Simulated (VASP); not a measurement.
# Cr (Im-3m) in VASP: notebook

The runs below take Cr through single point, with r2SCAN.

All numbers are computed with VASP 6.6.1; they aren't measurements. Logs are shortened: lines on timing, memory, paths and dates and some standing lists are left out, and cuts for length are marked.

## (1) The cell of the first run

Symmetry: Im-3m, No. 229, cubic system. The conventional cell has a = 2.770 Å, b = 2.770 Å, c = 2.770 Å, α = 90.00°, β = 90.00°, γ = 90.00°. Within 3.2 Å of Cr (site symmetry m-3m) lie 14 Cr at 2.40 to 2.77 Å.

## (2) Single point, r2SCAN

Contents of POSCAR:

```
Cr
1.0
   -1.3851754667      1.3851754667      1.3851754667
    1.3851754667     -1.3851754667      1.3851754667
    1.3851754667      1.3851754667     -1.3851754667
Cr
1
Direct
    0.0000000000      0.0000000000      0.0000000000
```

Contents of INCAR.step1:

```
PREC = Accurate ; ENCUT = 550
ISMEAR = -1 ; SIGMA = 0.1
LREAL = False ; LASPH = True
NELM = 120 ; NBANDS = 12
GGA = PE ; ALGO = Normal
EDIFF = 1E-5 ; LWAVE = True
LCHARG = False ; GGA_COMPAT = False
```

Contents of INCAR.step2:

```
PREC = Accurate ; ENCUT = 550
EDIFF = 1E-6 ; ISMEAR = -1
SIGMA = 0.1 ; LREAL = False
LASPH = True ; NELM = 120
ALGO = Normal ; ISIF = 2
LWAVE = False ; LCHARG = False
METAGGA = R2SCAN ; LMIXTAU = True
NBANDS = 12 ; ISTART = 1
GGA_COMPAT = False
```

Contents of KPOINTS:

```
regular mesh
0
Gamma
  17 17 17
```

Potentials or basis: VASP PAW PBE potentials, release 64 (Cr_pv).

On the command line:

```sh
cat potpaw_PBE.64/Cr_pv/POTCAR > POTCAR
cp INCAR.step1 INCAR
mpirun -np 1 vasp_std > vasp.out
cp INCAR.step2 INCAR
mpirun -np 1 vasp_std > vasp.out
```

OUTCAR:

```text
PREC = Accurate
   ENCUT = 550
   EDIFF = 1E-6
   ISMEAR = -1
   LREAL = False
   LASPH = True
   NELM = 120
   ISIF = 2
   METAGGA = R2SCAN
   ISTART = 1

 ion  position               nearest neighbor table
   1  0.000  0.000  0.000-

  LATTYP: Found a body centered cubic cell.
 ALAT       =     2.7703509334

  Lattice vectors:

 A1 = (  -1.3851754667,   1.3851754667,   1.3851754667)
 A2 = (   1.3851754667,  -1.3851754667,   1.3851754667)
 A3 = (   1.3851754667,   1.3851754667,  -1.3851754667)

Analysis of symmetry for initial positions (statically):
=====================================================================
 Subroutine PRICEL returns:
 Original cell was already a primitive cell.

 Routine SETGRP: Setting up the symmetry group for a
 body centered cubic supercell.

 Subroutine GETGRP returns: Found 48 space group operations
 (whereof 48 operations were pure point group operations)
 out of a pool of 48 trial point group operations.

The static configuration has the point symmetry O_h .

Analysis of symmetry for dynamics (positions and initial velocities):
=====================================================================
 Subroutine PRICEL returns:
 Original cell was already a primitive cell.

 Routine SETGRP: Setting up the symmetry group for a
 body centered cubic supercell.

 Subroutine GETGRP returns: Found 48 space group operations
 (whereof 48 operations were pure point group operations)
 out of a pool of 48 trial point group operations.

The dynamic configuration has the point symmetry O_h .

 Subroutine INISYM returns: Found 48 space group operations
 (whereof 48 operations are pure point group operations),
 and found     1 'primitive' translations

----------------------------------------------------------------------------------------

                                     Primitive cell

  volume of cell :      10.6310

  direct lattice vectors                    reciprocal lattice vectors
    -1.385175467  1.385175467  1.385175467     0.000000000  0.360965099  0.360965099
     1.385175467 -1.385175467  1.385175467     0.360965099  0.000000000  0.360965099
     1.385175467  1.385175467 -1.385175467     0.360965099  0.360965099  0.000000000

  length of vectors
     2.399194286  2.399194286  2.399194286     0.510481739  0.510481739  0.510481739

  position of ions in fractional coordinates (direct lattice)
     0.000000000  0.000000000  0.000000000

  ion indices of the primitive-cell ions
   primitive index   ion index
                 1           1

----------------------------------------------------------------------------------------

 KPOINTS: regular mesh

Automatic generation of k-mesh.
 Grid dimensions read from file:
 generate k-points for:   17   17   17

 Generating k-lattice:

  Cartesian coordinates                     Fractional coordinates (reciprocal lattice)
     0.000000000  0.021233241  0.021233241     0.058823529  0.000000000  0.000000000
     0.021233241  0.000000000  0.021233241     0.000000000  0.058823529  0.000000000
     0.021233241  0.021233241  0.000000000     0.000000000  0.000000000  0.058823529

  Length of vectors
     0.030028338  0.030028338  0.030028338

  Shift w.r.t. Gamma in fractional coordinates (k-lattice)
     0.000000000  0.000000000  0.000000000

 Subroutine IBZKPT returns following result:
 ===========================================

 Found    165 irreducible k-points:

 Following reciprocal coordinates:
            Coordinates               Weight
  0.000000  0.000000  0.000000      1.000000
  0.058824  0.000000  0.000000     12.000000
  0.117647  0.000000  0.000000     12.000000
  0.176471  0.000000  0.000000     12.000000
  0.235294  0.000000  0.000000     12.000000
  0.294118  0.000000  0.000000     12.000000
[... 16 lines left out ...]
  0.411765  0.117647  0.000000     48.000000
  0.176471  0.176471  0.000000     24.000000
 [... further k-points ...]
   k-points           NKPTS =    165   k-points in BZ     NKDIM =    165   number of bands    NBANDS=     12
   number of dos      NEDOS =    301   number of ions     NIONS =      1
   total plane-waves  NPLWV =   5832
   dimension x,y,z NGX =    18 NGY =   18 NGZ =   18
   dimension x,y,z NGXF=    36 NGYF=   36 NGZF=   36
   ions per type =               1
   NGX,Y,Z   is equivalent  to a cutoff of  12.47, 12.47, 12.47 a.u.
   NGXF,Y,Z  is equivalent  to a cutoff of  24.95, 24.95, 24.95 a.u.
 SYSTEM =  unknown system
   PREC   = accura    normal or accurate (medium, high low for compatibility)
   ISTART =      1    job   : 0-new  1-cont  2-samecut
   ICHARG =      0    charge: 1-file 2-atom 10-const
   ISPIN  =      1    spin polarized calculation?
   LNONCOLLINEAR =      F non collinear calculations
   LSORBIT =      F    spin-orbit coupling
   LASPH  =      T    aspherical Exc in radial PAW
   ENCUT  =  550.0 eV  40.42 Ry    6.36 a.u.   4.59  4.59  4.59*2*pi/ulx,y,z
   NELM   =    120;   NELMIN=  2; NELMDL=  0     # of ELM steps
   EDIFF  = 0.1E-05   stopping-criterion for ELM
   LREAL  =      F    real-space projection
   EDIFFG = 0.1E-04   stopping-criterion for IOM
   NSW    =      0    number of steps for IOM
   IBRION =     -1    ionic relax: 0-MD 1-quasi-New 2-CG
   NFREE  =      0    steps in history (QN), initial steepest desc. (CG)
   ISIF   =      2    stress and relaxation
   ISYM   =      2    0-nonsym 1-usesym 2-fastsym
   POTIM  = 0.5000    time-step for ionic-motion
   TEBEG  =    0.0;   TEEND  =   0.0 temperature during run
   PSTRESS=    0.0 pullay stress
   NELECT =      12.0000    total number of electrons
   NUPDOWN=      -1.0000    fix difference up-down
   EMIN   =  10.00;   EMAX   =-10.00  energy-range for DOS
   EFERMI =   0.00;   METHOD = LEGACY
   ISMEAR =    -1;   SIGMA  =   0.10  broadening in eV -4-tet -1-fermi 0-gaus
   EFERMI_NEDOS =   21; number of points for ismear=-14 and -15
   IALGO  =     38    algorithm
   IMIX   =      4    mixing-type and parameters
     AMIX     =   0.40;   BMIX     =  1.00
     AMIX_MAG =   1.60;   BMIX_MAG =  1.00
  volume/ion in A,a.u.               =      10.63        71.74
  Fermi-wavevector in a.u.,A,eV,Ry     =   1.704553  3.221138 39.531731  2.905500
  Thomas-Fermi vector in A             =   2.783935
   LORBIT       =      0    0 simple, 1 ext, 2 COOP (PROOUT), +10 PAW based schemes
   METAGGA = R2SCAN    functional components
   LHFCALC =     F    Hartree Fock is set to
   AEXX    =    0.0000 exact exchange contribution
   IVDW    =     0    specifies the selected vdW correction
   LEPSILON=     F    determine dielectric tensor
   LRPA    =     F    only Hartree local field effects (RPA)
 non-spin polarized calculation
  energy-cutoff  :      550.00
  volume of cell :       10.63
 maximum number of plane-waves:       325
   NGX =  9   NGY =  9   NGZ =  9

 number of electron      12.0000006 magnetization

 Free energy of the ion-electron system (eV)
  ---------------------------------------------------
  ext. energy  EPLUGINS =         0.00000000
  ---------------------------------------------------
  free energy    TOTEN  =       -14.77326036 eV

  energy without entropy =      -14.75487596  energy(sigma->0) =      -14.76406816

 E-fermi :  12.1857     XC(G=0): -15.5401

 val. band max:       12.1682673583   @ k =  -0.2941   0.3529   0.1765
 cond. band min:      12.2476001468   @ k =  -0.2941   0.3529   0.2353
 fundamental gap:      0.0793327885
 Fermi energy:        12.1857033373

 k-point     1 :       0.0000    0.0000    0.0000
  band No.  band energies     occupation
      1     -32.0501      2.00000
      2     -32.0501      2.00000
      3     -32.0501      2.00000
      4       3.4443      2.00000
      5      11.0802      1.99997
      6      11.0802      1.99997
      7      11.0802      1.99997
      8      13.6790      0.00000
      9      13.6790      0.00000
     10      15.5342      0.00000
     11      35.8922      0.00000
     12      35.8922      0.00000

 k-point     2 :       0.0588    0.0000    0.0000
  band No.  band energies     occupation
      1     -32.0945      2.00000
      2     -32.0633      2.00000
      3     -32.0505      2.00000
      4       3.6159      2.00000
      5      11.0096      1.99998
      6      11.0675      1.99997
      7      11.1995      1.99990
      8      13.5969      0.00000
      9      13.6832      0.00000
     10      15.5339      0.00000
     11      35.5719      0.00000
     12      35.8653      0.00000

 k-point     3 :       0.1176    0.0000    0.0000
  band No.  band energies     occupation
      1     -32.2205      2.00000
      2     -32.1009      2.00000
      3     -32.0515      2.00000
      4       4.1122      2.00000
      5      10.8115      2.00000
      6      11.0099      1.99998
      7      11.5486      1.99658
      8      13.4090      0.00001
      9      13.6987      0.00000
     10      15.5330      0.00000
     11      34.6374      0.00000
     12      35.6551      0.00000
[... 286 lines left out ...]
 k-point    23 :       0.4118    0.1176    0.0000
  band No.  band energies     occupation
      1     -33.2278      2.00000
      2     -32.4824      2.00000
      3     -32.1183      2.00000
      4       7.4384      2.00000
      5       9.3314      2.00000
      6      11.8650      1.92219
      7      13.5388      0.00000
      8      14.3927      0.00000
      9      15.4757      0.00000
     10      16.7357      0.00000
     11      23.6807      0.00000
     12      29.7428      0.00000

 k-point    24 :       0.1765    0.1765    0.0000
  band No.  band energies     occupation
      1     -32.8432      2.00000
      2     -32.3051      2.00000
      3     -32.1305      2.00000
      4       7.0047      2.00000
      5       9.9377      2.00000
      6      10.1443      2.00000
      7      13.0272      0.00044
      8      13.9580      0.00000
      9      14.3427      0.00000
     10      15.5362      0.00000
     11      29.9753      0.00000
     12      31.0500      0.00000

 [... further k-points ...]

------------------------ aborting loop because EDIFF is reached ----------------------------------------

  FORCE on cell =-STRESS in cart. coord.  units (eV):
  Direction    XX          YY          ZZ          XY          YZ          ZX
  --------------------------------------------------------------------------------------
  -------------------------------------------------------------------------------------
  Total        1.3795329      1.3795329      1.3795329      0.0000000      0.0000000      0.0000000
  in kB      207.9065949    207.9065949    207.9065949      0.0000000      0.0000000      0.0000000
  external PRESSURE =     207.9065949 kB  Pullay stress =       0.0000000 kB

 VOLUME and BASIS-vectors are now :
 -----------------------------------------------------------------------------
  energy-cutoff  :      550.00
  volume of cell :       10.63
      direct lattice vectors                 reciprocal lattice vectors
    -1.385175467  1.385175467  1.385175467     0.000000000  0.360965099  0.360965099
     1.385175467 -1.385175467  1.385175467     0.360965099  0.000000000  0.360965099
     1.385175467  1.385175467 -1.385175467     0.360965099  0.360965099  0.000000000

 POSITION                                       TOTAL-FORCE (eV/Angst)
 -----------------------------------------------------------------------------------
      0.00000      0.00000      0.00000         0.000000     -0.000000     -0.000000
 -----------------------------------------------------------------------------------
    total drift:                                0.000000      0.000000      0.000000

  FREE ENERGIE OF THE ION-ELECTRON SYSTEM (eV)
  ---------------------------------------------------
  free  energy   TOTEN  =       -14.7732603608 eV

  energy  without entropy=      -14.7548759598  energy(sigma->0) =      -14.76406816
```

Run time: 86 s. Hardware: 1 thread of Intel Xeon 8259CL, shared host; peak memory 0.14 GiB.

Results:

- Free energy: -14.7733 eV
- Pressure: 20.8 GPa
- Band gap on the k mesh: zero (band 6 reaches 14.85 eV, above the bottom of band 7 at 11.08 eV)

Levels at points of the mesh, in eV from the Fermi level:
| k point | band 2 | band 3 | band 4 | band 5 | band 6 | band 7 | band 8 | band 9 | band 10 | band 11 |
| --- | --- | --- | --- | --- | --- | --- | --- | --- | --- | --- |
| (0.00, 0.00, 0.00) | -44.24 | -44.24 | -8.74 | -1.11 | -1.11 | -1.11 | 1.49 | 1.49 | 3.35 | 23.71 |

Caveat: the PAW data sets were made with another functional, which shifts forces and pressure a little; the run has no spin polarisation, though such a crystal can be magnetic. Spin polarisation is off, so any magnetic state and its effect on volume and gap are missing.

(Continued in part 2 of 2.)
